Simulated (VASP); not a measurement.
CdSe, 4 atoms in the cell. It takes space group P6_3mc (No. 186, hexagonal). The conventional cell has a = 4.300 Å, b = 4.300 Å, c = 7.020 Å, α = 90.00°, β = 90.00°, γ = 120.00°. Cd (site symmetry 3m) has 4 Se at 2.61 to 2.70 Å within 3.4 Å. Se (site symmetry 3m) has 4 Cd at 2.61 to 2.70 Å within 3.4 Å. 

| Item | Value |
| --- | --- |
| Program | VASP 6.6.1 |
| Task | relaxation of cell and atoms |
| Functional | PBE |
| Dispersion | D4 |
| Potentials or basis | VASP PAW PBE potentials, release 64 (Cd, Se) |
| Cutoff | 600 eV |
| k mesh | 7 × 7 × 4 |
| Occupations | fermi-dirac, width 0.05 eV |
| Spin | no spin polarisation |
| Dipole correction | no |
| Further INCAR settings | ALGO = Normal; EDIFF = 1e-06; IBRION = 2; EDIFFG = -0.01; NSW = 60; ISIF = 3 |

Potentials or basis: VASP PAW PBE potentials, release 64 (Cd, Se).

Run with:

```bash
$ cat potpaw_PBE.64/Cd/POTCAR potpaw_PBE.64/Se/POTCAR > POTCAR
$ mpirun -np 1 vasp_std > vasp.out
```

Hardware: 1 thread of Intel(R) Xeon(R) 6975P-C (Granite Rapids) (shared host).

Question: How long does it take, and how much memory?

Answer: Wall time 2.7 min on 1 thread of Intel(R) Xeon(R) 6975P-C (Granite Rapids), with other jobs on the host, peak memory 0.3 GiB. Counts: scf iterations 78, k points 24, ion steps 11.
